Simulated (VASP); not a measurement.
Input of a VASP 6.6.1 run:

Contents of INCAR:

```
SYSTEM = VH3
PREC = Accurate
ENCUT = 520
EDIFF = 1E-6
ISMEAR = 0
SIGMA = 0.1
LREAL = .False.
LASPH = .True.
NELM = 150
ALGO = Normal
ISIF = 2
LWAVE = .False.
LCHARG = .False.
ISPIN = 2
MAGMOM = 0.5 0 0 0
LORBIT = 11
LMAXMIX = 4
GGA = PE
NBANDS = 20
```

Contents of KPOINTS:

```
Automatic mesh
0
Gamma
  16 16 16
  0 0 0
```

POSCAR

```
VH3
1.0
    2.7730939602      0.0000000000      0.0000000000
    0.0000000000      2.7730939602      0.0000000000
    0.0000000000      0.0000000000      2.7730939602
V H
1 3
Direct
    0.0000000000      0.0000000000      0.0000000000
    0.0000000000      0.5000000000      0.5000000000
    0.5000000000      0.0000000000      0.5000000000
    0.5000000000      0.5000000000      0.0000000000
```

Potentials or basis: VASP PAW PBE potentials, release 64 (V_sv, H).

Run with:

```bash
$ cat potpaw_PBE.64/V_sv/POTCAR potpaw_PBE.64/H/POTCAR > POTCAR
$ mpirun -np 1 vasp_std > vasp.out
```

Task: Predict the site moments.

Result: V +0.43; H -0.01 μB.

Task: Estimate the net moment.

Result: 0.44 μB per cell.
